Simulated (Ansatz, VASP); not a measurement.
## NaF: VASP beside Ansatz

```xyz
2
Lattice="-0.1111 2.2691 2.2691 2.2691 -0.1111 2.2691 2.2691 2.2691 -0.1111" Properties=species:S:1:pos:R:3 pbc="T T T"
Na    0.0000    0.0000    0.0000
F     2.2136    2.2136    2.2136
```

Alike in both runs: task single point; functional PBEsol; k mesh 10 × 10 × 10; occupations gaussian, width 0.05 eV; no spin polarisation.

|  | VASP | Ansatz |
| --- | --- | --- |
| version | VASP 6.6.1 | Ansatz 0.2.0 |
| potentials or method | VASP PAW PBE potentials, release 64 (Na_pv, F), cutoff 520 eV | scalar-relativistic, plane waves, PAW |
| valence electrons in the cell | 14 | 16 |

Ansatz gave:

```
gap on the k mesh at the Fermi level (eV)                     : 6.00
least direct gap on the mesh (eV)                             : 6.00
pressure (GPa)                                                : -0.6
traceless stress, the component that is largest in VASP (GPa) : 1.13
```

Problem. Which values does VASP return?

Solution. gap on the k mesh at the Fermi level (eV): 5.98; least direct gap on the mesh (eV): 5.98; pressure (GPa): -0.6; traceless stress, the component that is largest in VASP (GPa): 1.12.

VASP's potentials were made for PBE, not for PBEsol. VASP's potentials hold 14 valence electrons a cell and Ansatz's 16, so a difference there can come from the potentials and not from the codes.
